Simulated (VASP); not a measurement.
**Si: single point with LDA**

Si:

```
Si
1.0
    -1.62691    1.62691    1.34013
     1.62691   -1.62691    1.34013
     1.62691    1.62691   -1.34013
Si
1
Direct
  0.00000 0.00000 0.00000
```

This cell differs from its parent crystal: strain +0.000 along x and y, +0.015 along z.

| Quantity | Value |
| --- | --- |
| Program | VASP 6.6.1 |
| Task | single point |
| Functional | LDA |
| Potentials or basis | VASP PAW LDA potentials, release 64 (Si) |
| Cutoff | 520 eV |
| k mesh | 22 × 22 × 22 |
| Occupations | gaussian, width 0.15 eV |
| Spin | no spin polarisation |
| Dipole correction | no |
| Further INCAR settings | ALGO = Normal; EDIFF = 1e-07; NBANDS = 8 |

```json
{"Pressure": "-1.7 GPa", "Band gap on the k mesh": "zero (band 2 reaches 20.26 eV, above the bottom of band 3 at 6.50 eV)"}
```

Stress tensor (GPa, compression positive):
```
-1.07  0.00  0.00
 0.00 -1.07  0.00
 0.00  0.00 -3.01
```

Levels at points of the mesh, in eV from the Fermi level:
```
           k point  band 1  band 2  band 3  band 4  band 5
(0.00, 0.00, 0.00)  -14.54    9.75   10.06   10.06   13.15
(0.50, 0.00, 0.00)   -6.36   -6.13    4.71    6.42    6.56
(0.50, 0.50, 0.00)   -8.38   -7.22    8.51   11.10   11.27
(0.50, 0.50, 0.50)   -2.24   -2.24   -1.34    1.35    3.70
```

It took 54 s on 1 thread of AMD EPYC 7R43 64-Core Processor (Zen 3), with other jobs on the host, peak memory 0.14 GiB.

Caveat: the cell differs from its parent crystal (strain +0.000 along x and y, +0.015 along z).
